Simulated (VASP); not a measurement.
Input of a VASP 6.6.1 run:

Contents of INCAR:

```
PREC = Accurate
ENCUT = 520
EDIFF = 1E-6
ISMEAR = 0
SIGMA = 0.25
LREAL = F
LASPH = T
NELM = 150
ALGO = Normal
ISIF = 2
LWAVE = F
LCHARG = F
ISPIN = 2
MAGMOM = 4.5 0
LORBIT = 11
LMAXMIX = 4
GGA = PE
NBANDS = 18
```

KPOINTS

```
regular mesh
0
Gamma
  10 10 10
```

Contents of POSCAR:

```
FeO
1.0
    1.5188200000      0.8768900000      2.5195800000
   -1.5188200000      0.8768900000      2.5195800000
    0.0000000000     -1.7537800000      2.5195800000
Fe O
1 1
Direct
    0.0000000000      0.0000000000      0.0000000000
    0.5000000000      0.5000000000      0.5000000000
```

Potentials or basis: VASP PAW PBE potentials, release 64 (Fe, O).

Run with:

```console
$ cat potpaw_PBE.64/Fe/POTCAR potpaw_PBE.64/O/POTCAR > POTCAR
$ mpirun -np 1 vasp_std > vasp.out
```

Question: Estimate the net moment.

Answer: 4.00 μB per cell.

Question: Predict the site moments.

Answer: Fe +3.62; O +0.30 μB.

Stress tensor (GPa, compression positive):
```
-0.70  0.00  0.00
 0.00 -0.70  0.00
 0.00  0.00 -1.80
```

Caveat: so wide a smearing shifts energies and pressures; a cell with one magnetic atom can't hold antiferromagnetic order, which such compounds often take.
